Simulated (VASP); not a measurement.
Runs of VASP 6.6.1 on Si3N4. The structure is that of space group P6_3/m (No. 176), or close to it. The cells are those of the table. 

```csv
task,level,potentials or basis,cell,gap on the mesh (eV),pressure (GPa),largest force (eV/Å)
electric field gradients,LDA,"VASP PAW LDA potentials, release 64 (Si, N)","a = 7.617, b = 7.617, c = 2.913 Å, angles 90.0, 90.0, 120.0°, 14 atoms",4.13,(a),0.03
electric field gradients,r2SCAN,"VASP PAW PBE potentials, release 64 (Si, N)","a = 7.617, b = 7.617, c = 2.913 Å, angles 90.0, 90.0, 120.0°, 14 atoms",4.97,-1.8,0.05
electric field gradients,PBEsol,"VASP PAW PBE potentials, release 64 (Si, N)","a = 7.617, b = 7.617, c = 2.913 Å, angles 90.0, 90.0, 120.0°, 14 atoms",4.18,0.5,0.03
relaxation of the atoms,PBE,"VASP PAW PBE potentials, release 64 (Si, N)","atoms relaxed from a = 7.617, b = 7.617, c = 3.001 Å, angles 90.0, 90.0, 120.0°, 14 atoms",(b),-3.5,0.01
```

Alike in all rows: no spin polarisation; k mesh 4 × 4 × 9; cutoff (eV) 520; smearing fermi-dirac 0.02 eV.

Task: Estimate the missing entries.

Result: (a) -4.4; (b) 3.71.

Caveats: the PAW data sets were made with another functional, which shifts forces and pressure a little (at least some runs); the cell stands under tension (at least some runs).

A k mesh can miss the band edges.
